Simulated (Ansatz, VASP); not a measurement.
## B4As3N: VASP beside Ansatz

INCAR

```
SYSTEM = B4As3N
PREC = Accurate ; ENCUT = 520
EDIFF = 1E-6 ; ISMEAR = -1
SIGMA = 0.02 ; LREAL = .FALSE.
LASPH = .TRUE. ; NELM = 150
ALGO = Normal ; ISIF = 2
LWAVE = .FALSE. ; LCHARG = .FALSE.
LNONCOLLINEAR = .TRUE. ; MAGMOM = 0 0 0 0 0 0 0 0 0 0 0 0 0 0 0 0 0 0 0 0 0 0 0 0
LORBIT = 11 ; LSORBIT = .TRUE.
GGA_COMPAT = .FALSE. ; LORBMOM = .TRUE.
GGA = PE ; NBANDS = 50
```

Contents of KPOINTS:

```
regular mesh
0
G
  8 8 8
  0 0 0
```

POSCAR

```
B4As3N
1.0
   -2.2610268787      2.2610268787      4.4492876299
    2.2610268787     -2.2610268787      4.4492876299
    2.2610268787      2.2610268787     -4.4492876299
N B As
1 4 3
Direct
    0.0000000000      0.0000000000      0.0000000000
    0.6857709925      0.6857709925      0.5939923286
    0.9082213362      0.3142290075      0.0000000000
    0.0917786638      0.0917786638      0.4060076714
    0.3142290075      0.9082213362      0.0000000000
    0.2500000000      0.7500000000      0.5000000000
    0.5000000000      0.5000000000      0.0000000000
    0.7500000000      0.2500000000      0.5000000000
```

Input for Ansatz:

```yaml
crystal:
  lattice:
    - [-2.2610268787, 2.2610268787, 4.4492876299]
    - [2.2610268787, -2.2610268787, 4.4492876299]
    - [2.2610268787, 2.2610268787, -4.4492876299]
  atoms:
    - { symbol: "N", position: [0.0, 0.0, 0.0] }
    - { symbol: B, position: [0.6857709925, 0.6857709925, 0.5939923286] }
    - { symbol: As, position: [0.25, 0.75, 0.5] }
    - { symbol: B, position: [0.9082213362, 0.3142290075, 0.0] }
    - { symbol: As, position: [0.5, 0.5, 0.0] }
    - { symbol: B, position: [0.0917786638, 0.0917786638, 0.4060076714] }
    - { symbol: As, position: [0.75, 0.25, 0.5] }
    - { symbol: B, position: [0.3142290075, 0.9082213362, 0.0] }
kpoints:
  mp_grid: { grid: [8, 8, 8] }
  band_path:
    path:
      - [0.0, 0.0, 0.0]
      - [0.0, 0.0, 0.5]
      - [0.25, 0.25, 0.25]
      - [0.0, 0.5, 0.0]
      - [0.5, 0.5, -0.5]
      - [0.3145610366, 0.6854389634, -0.3145610366]
      - [-0.3145610366, 0.3145610366, 0.3145610366]
      - [-0.1291220732, 0.1291220732, 0.5]
      - [0.5, 0.5, -0.1291220732]
      - [-0.046875, -0.046875, 0.046875]
    npoints: 1
hamiltonian:
  xc: pbe
scf:
  occupations: { method: fermi_dirac, width: 0.02 }
  n_extra_bands: 12
magnetization:
  noncollinear: true
  spin_orbit: true
output:
  forces: true
  stress: true
  eigenvalues: true
```

Alike in both runs: task single point; functional PBE; k mesh 8 × 8 × 8; occupations fermi-dirac, width 0.02 eV; non-collinear spin, spin-orbit coupling.

|  | VASP | Ansatz |
| --- | --- | --- |
| version | VASP 6.6.1 | Ansatz 0.2.0 |
| potentials or method | VASP PAW PBE potentials, release 64 (N, B, As) | plane waves, PAW |
| plane-wave cutoff (eV) | 520 | 420 |
| valence electrons in the cell | 32 | 62 |

```csv
,VASP,Ansatz,Ansatz less VASP
pressure (GPa),2.8,2.1,-0.66
rms of the force components (eV/Å),0.088,0.065,-0.0229
```

VASP's potentials hold 32 valence electrons a cell and Ansatz's 62, so a difference there can come from the potentials and not from the codes.
